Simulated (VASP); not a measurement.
# MoS2 (P-3m1) in VASP: further runs, part 2 of 2

VASP 6.6.1.

## 3. Single point, r2SCAN

Input file POSCAR:

```
MoS2
1.0
    3.2274650000      0.0000000000      0.0000000000
   -1.6137320000      2.7950660000      0.0000000000
    0.0000000000      0.0000000000      6.3124730000
Mo S
1 2
Direct
    0.0000000000      0.0000000000      0.5000000000
    0.3333333333      0.6666666667      0.2553190000
    0.6666666667      0.3333333333      0.7446810000
```

Input file INCAR.step1:

```
SYSTEM = MoS2
PREC = Accurate
ENCUT = 520
ISMEAR = 1
SIGMA = 0.05
LREAL = .False.
LASPH = .True.
NELM = 100
NBANDS = 20
GGA = PE
ALGO = Normal
EDIFF = 1E-4
LWAVE = .True.
LCHARG = .False.
```

Input file INCAR.step2:

```
SYSTEM = MoS2
PREC = Accurate
ENCUT = 520
EDIFF = 1E-7
ISMEAR = 1
SIGMA = 0.05
LREAL = .False.
LASPH = .True.
NELM = 100
ALGO = Normal
ISIF = 2
LWAVE = .False.
LCHARG = .True.
METAGGA = R2SCAN
LMIXTAU = .True.
LELF = .True.
LVHAR = .True.
NBANDS = 20
ISTART = 1
```

Input file KPOINTS:

```
Automatic mesh
0
Gamma
  11 11 5
  0 0 0
```

Potentials or basis: VASP PAW PBE potentials, release 64 (Mo_sv, S).

The run is started by

```
$ cat potpaw_PBE.64/Mo_sv/POTCAR potpaw_PBE.64/S/POTCAR > POTCAR
$ cp INCAR.step1 INCAR
$ mpirun -np 1 vasp_std > vasp.out
$ cp INCAR.step2 INCAR
$ mpirun -np 1 vasp_std > vasp.out
```

OUTCAR:

```text
SYSTEM = MoS2
   PREC = Accurate
   ENCUT = 520
   EDIFF = 1E-7
   ISMEAR = 1
   LREAL = .False.
   LASPH = .True.
   NELM = 100
   ISIF = 2
   METAGGA = R2SCAN
   ISTART = 1

 ion  position               nearest neighbor table
   1  0.000  0.000  0.500-   2 2.42   3 2.42   3 2.42   2 2.42   3 2.42   2 2.42
   2  0.333  0.667  0.255-   1 2.42   1 2.42   1 2.42
   3  0.667  0.333  0.745-   1 2.42   1 2.42   1 2.42

  LATTYP: Found a hexagonal cell.
 ALAT       =     3.2274650000
 C/A-ratio  =     1.9558610241

  Lattice vectors:

 A1 = (   3.2274650000,   0.0000000000,   0.0000000000)
 A2 = (  -1.6137320000,   2.7950660000,   0.0000000000)
 A3 = (   0.0000000000,   0.0000000000,   6.3124730000)

Analysis of symmetry for initial positions (statically):
=====================================================================
 Subroutine PRICEL returns:
 Original cell was already a primitive cell.

 Routine SETGRP: Setting up the symmetry group for a
 hexagonal supercell.

 Subroutine GETGRP returns: Found 12 space group operations
 (whereof 12 operations were pure point group operations)
 out of a pool of 24 trial point group operations.

The static configuration has the point symmetry D_3d.

Analysis of symmetry for dynamics (positions and initial velocities):
=====================================================================
 Subroutine PRICEL returns:
 Original cell was already a primitive cell.

 Routine SETGRP: Setting up the symmetry group for a
 hexagonal supercell.

 Subroutine GETGRP returns: Found 12 space group operations
 (whereof 12 operations were pure point group operations)
 out of a pool of 24 trial point group operations.

The dynamic configuration has the point symmetry D_3d.

 Subroutine INISYM returns: Found 12 space group operations
 (whereof 12 operations are pure point group operations),
 and found     1 'primitive' translations

[... 113 lines left out ...]
   IALGO  =     38    algorithm
   IMIX   =      4    mixing-type and parameters
     AMIX     =   0.40;   BMIX     =  1.00
     AMIX_MAG =   1.60;   BMIX_MAG =  1.00
  volume/ion in A,a.u.               =      18.98       128.09
  Fermi-wavevector in a.u.,A,eV,Ry     =   1.260612  2.382212 21.621611  1.589144
  Thomas-Fermi vector in A             =   2.394113
   LORBIT       =      0    0 simple, 1 ext, 2 COOP (PROOUT), +10 PAW based schemes
   METAGGA = R2SCAN    functional components
   LHFCALC =     F    Hartree Fock is set to
   AEXX    =    0.0000 exact exchange contribution
   IVDW    =     0    specifies the selected vdW correction
   LEPSILON=     F    determine dielectric tensor
   LRPA    =     F    only Hartree local field effects (RPA)
 non-spin polarized calculation
 Methfessel and Paxton  Order N= 1 SIGMA  =   0.05
  energy-cutoff  :      520.00
  volume of cell :       56.94
 maximum number of plane-waves:      1557
   NGX = 13   NGY = 13   NGZ = 23

 number of electron      26.0000001 magnetization

 Free energy of the ion-electron system (eV)
  ---------------------------------------------------
  ext. energy  EPLUGINS =         0.00000000
  ---------------------------------------------------
  free energy    TOTEN  =       -44.14939057 eV

  energy without entropy =      -44.14834756  energy(sigma->0) =      -44.14904290

 E-fermi :   6.8955     XC(G=0): -11.0989

 val. band max:        6.8882859013   @ k =   0.1818   0.1818   0.4000
 cond. band min:       6.8966915886   @ k =   0.0909  -0.0000   0.4000
 fundamental gap:      0.0084056873
 Fermi energy:         6.8954985346

 k-point     1 :       0.0000    0.0000    0.0000
  band No.  band energies     occupation
      1     -56.9728      2.00000
      2     -30.2756      2.00000
      3     -30.2421      2.00000
      4     -30.2421      2.00000
      5      -8.7273      2.00000
      6      -7.2201      2.00000
[... 541 lines left out ...]
     19      13.8110      0.00000
     20      16.4666      0.00000

 [... further k-points ...]

------------------------ aborting loop because EDIFF is reached ----------------------------------------

  FORCE on cell =-STRESS in cart. coord.  units (eV):
  Direction    XX          YY          ZZ          XY          YZ          ZX
  --------------------------------------------------------------------------------------
  -------------------------------------------------------------------------------------
  Total        0.0301312      0.0301312      0.0905273      0.0000000      0.0000000     -0.0000000
  in kB        0.8477630      0.8477626      2.5470473      0.0000002      0.0000000     -0.0000000
  external PRESSURE =       1.4141909 kB  Pullay stress =       0.0000000 kB

 VOLUME and BASIS-vectors are now :
 -----------------------------------------------------------------------------
  energy-cutoff  :      520.00
  volume of cell :       56.94
      direct lattice vectors                 reciprocal lattice vectors
     3.227465000  0.000000000  0.000000000     0.309840695  0.178886597  0.000000000
    -1.613732000  2.795066000  0.000000000     0.000000000  0.357773305  0.000000000
     0.000000000  0.000000000  6.312473000     0.000000000  0.000000000  0.158416519

 POSITION                                       TOTAL-FORCE (eV/Angst)
 -----------------------------------------------------------------------------------
      0.00000      0.00000      3.15624        -0.000000      0.000000      0.000000
      0.00000      1.86338      1.61169        -0.000000      0.000000     -0.061036
      1.61373      0.93169      4.70078         0.000000     -0.000000      0.061036
 -----------------------------------------------------------------------------------
    total drift:                                0.000000      0.000000      0.000000

  FREE ENERGIE OF THE ION-ELECTRON SYSTEM (eV)
  ---------------------------------------------------
  free  energy   TOTEN  =       -44.1493905698 eV

  energy  without entropy=      -44.1483475580  energy(sigma->0) =      -44.14904290
```

OSZICAR.step1:

```text
N       E                     dE             d eps       ncg     rms          rms(c)
DAV:   1     0.197389365551E+03    0.19739E+03   -0.14898E+04  2880   0.122E+03
DAV:   2    -0.146820031231E+02   -0.21207E+03   -0.20691E+03  3332   0.316E+02
DAV:   3    -0.225694109455E+02   -0.78874E+01   -0.78105E+01  3412   0.581E+01
DAV:   4    -0.226667665159E+02   -0.97356E-01   -0.97261E-01  3320   0.677E+00
DAV:   5    -0.226682955268E+02   -0.15290E-02   -0.15289E-02  3416   0.828E-01    0.226E+01
DAV:   6    -0.215871352844E+02    0.10812E+01   -0.15659E+01  2832   0.214E+01    0.950E+00
DAV:   7    -0.211561684910E+02    0.43097E+00   -0.68291E+00  2824   0.134E+01    0.601E+00
DAV:   8    -0.209987101958E+02    0.15746E+00   -0.86534E-01  3004   0.514E+00    0.184E+00
DAV:   9    -0.210004279411E+02   -0.17177E-02   -0.26729E-02  3184   0.104E+00    0.596E-01
DAV:  10    -0.209992586818E+02    0.11693E-02   -0.16224E-02  3024   0.762E-01    0.196E-01
DAV:  11    -0.209991162869E+02    0.14239E-03   -0.71728E-04  3136   0.177E-01    0.899E-02
DAV:  12    -0.209990161986E+02    0.10009E-03   -0.33273E-04  2212   0.103E-01    0.643E-02
DAV:  13    -0.209990397952E+02   -0.23597E-04   -0.89508E-05  1808   0.580E-02
   1 F= -.20999040E+02 E0= -.20999046E+02  d E =0.172839E-04
```

It took 4 min on 1 thread of AMD EPYC 7R13 (Zen 3), shared host; peak memory 0.19 GiB.

What came out:

```
Free energy            : -44.1494 eV
Pressure               : 0.1 GPa
Largest force          : 0.061 eV/Å
Band gap on the k mesh : zero (bands 13 and 14 overlap by 0.84 eV)
```

Forces on the atoms (eV/Å):
```
Mo   0.000  0.000  0.000
S    0.000  0.000 -0.061
S    0.000  0.000  0.061
```

Caveat: the PAW data sets were made with another functional, which shifts forces and pressure a little.

## 4. Single point, r2SCAN

POSCAR is that of step 3.

Input file INCAR.step1:

```
SYSTEM = MoS2
  PREC = Accurate
  ENCUT = 520
  ISMEAR = 1
  SIGMA = 0.025
  LREAL = .FALSE.
  LASPH = .TRUE.
  NELM = 100
  NBANDS = 20
  GGA = PE
  ALGO = Normal
  EDIFF = 1E-4
  LWAVE = .TRUE.
  LCHARG = .FALSE.
```

Input file INCAR.step2:

```
SYSTEM = MoS2
  PREC = Accurate
  ENCUT = 520
  EDIFF = 1E-6
  ISMEAR = 1
  SIGMA = 0.025
  LREAL = .FALSE.
  LASPH = .TRUE.
  NELM = 100
  ALGO = Normal
  ISIF = 2
  LWAVE = .FALSE.
  LCHARG = .FALSE.
  METAGGA = R2SCAN
  LMIXTAU = .TRUE.
  NBANDS = 20
  ISTART = 1
```

Input file KPOINTS:

```
Automatic mesh
0
G
  11 11 5
  0 0 0
```

Potentials or basis: VASP PAW PBE potentials, release 64 (Mo_sv, S).

The run is started by

```
$ cat potpaw_PBE.64/Mo_sv/POTCAR potpaw_PBE.64/S/POTCAR > POTCAR
$ cp INCAR.step1 INCAR
$ mpirun -np 1 vasp_std > vasp.out
$ cp INCAR.step2 INCAR
$ mpirun -np 1 vasp_std > vasp.out
```

OUTCAR:

```text
SYSTEM = MoS2
   PREC = Accurate
   ENCUT = 520
   EDIFF = 1E-6
   ISMEAR = 1
   LREAL = .FALSE.
   LASPH = .TRUE.
   NELM = 100
   ISIF = 2
   METAGGA = R2SCAN
   ISTART = 1

 ion  position               nearest neighbor table
   1  0.000  0.000  0.500-   2 2.42   3 2.42   3 2.42   2 2.42   3 2.42   2 2.42
   2  0.333  0.667  0.255-   1 2.42   1 2.42   1 2.42
   3  0.667  0.333  0.745-   1 2.42   1 2.42   1 2.42

  LATTYP: Found a hexagonal cell.
 ALAT       =     3.2274650000
 C/A-ratio  =     1.9558610241
[... 745 lines left out ...]

  FORCE on cell =-STRESS in cart. coord.  units (eV):
  Direction    XX          YY          ZZ          XY          YZ          ZX
  --------------------------------------------------------------------------------------
  -------------------------------------------------------------------------------------
  Total        0.0186043      0.0186043      0.0888379      0.0000000      0.0000000      0.0000000
  in kB        0.5234449      0.5234447      2.4995150      0.0000001      0.0000000      0.0000000
  external PRESSURE =       1.1821349 kB  Pullay stress =       0.0000000 kB

 VOLUME and BASIS-vectors are now :
 -----------------------------------------------------------------------------
  energy-cutoff  :      520.00
  volume of cell :       56.94
      direct lattice vectors                 reciprocal lattice vectors
     3.227465000  0.000000000  0.000000000     0.309840695  0.178886597  0.000000000
    -1.613732000  2.795066000  0.000000000     0.000000000  0.357773305  0.000000000
     0.000000000  0.000000000  6.312473000     0.000000000  0.000000000  0.158416519

 POSITION                                       TOTAL-FORCE (eV/Angst)
 -----------------------------------------------------------------------------------
      0.00000      0.00000      3.15624         0.000000      0.000000      0.000000
      0.00000      1.86338      1.61169        -0.000000     -0.000000     -0.066591
      1.61373      0.93169      4.70078         0.000000      0.000000      0.066591
 -----------------------------------------------------------------------------------
    total drift:                                0.000000      0.000000      0.000000

  FREE ENERGIE OF THE ION-ELECTRON SYSTEM (eV)
  ---------------------------------------------------
  free  energy   TOTEN  =       -44.1489976935 eV

  energy  without entropy=      -44.1487784800  energy(sigma->0) =      -44.14892462
```

Wall time 3.5 min (1 thread of AMD EPYC 7R13 (Zen 3), shared host); peak memory 0.19 GiB.

What came out:

```yaml
Free_energy: -44.1490 eV
Pressure: 0.1 GPa
Largest_force: 0.067 eV/Å
Band_gap_on_the_k_mesh: zero (bands 13 and 14 overlap by 0.84 eV)
```

Forces on the atoms (eV/Å):
```
Mo   0.000  0.000  0.000
S    0.000  0.000 -0.067
S    0.000  0.000  0.067
```

Stress tensor (GPa, compression positive):
```
0.05 0.00 0.00
0.00 0.05 0.00
0.00 0.00 0.25
```

Caveat: the PAW data sets were made with another functional, which shifts forces and pressure a little.

## 5. Overview

| smearing | gap on the mesh (eV) | pressure (GPa) | largest force (eV/Å) |
| --- | --- | --- | --- |
| methfessel-paxton 0.1 eV | none | 0.2 | 0.05 |
| methfessel-paxton 0.05 eV | none | 0.1 | 0.06 |
| methfessel-paxton 0.025 eV | none | 0.1 | 0.07 |

Alike in all rows: task single point; level r2SCAN; potentials or basis VASP PAW PBE potentials, release 64 (Mo_sv, S); no spin polarisation; cell as given; k mesh 11 × 11 × 5; cutoff (eV) 520.

Caveats: the PAW data sets were made with another functional, which shifts forces and pressure a little.

Total energies depend on the potentials used, so only differences within one code and one set of settings carry meaning.
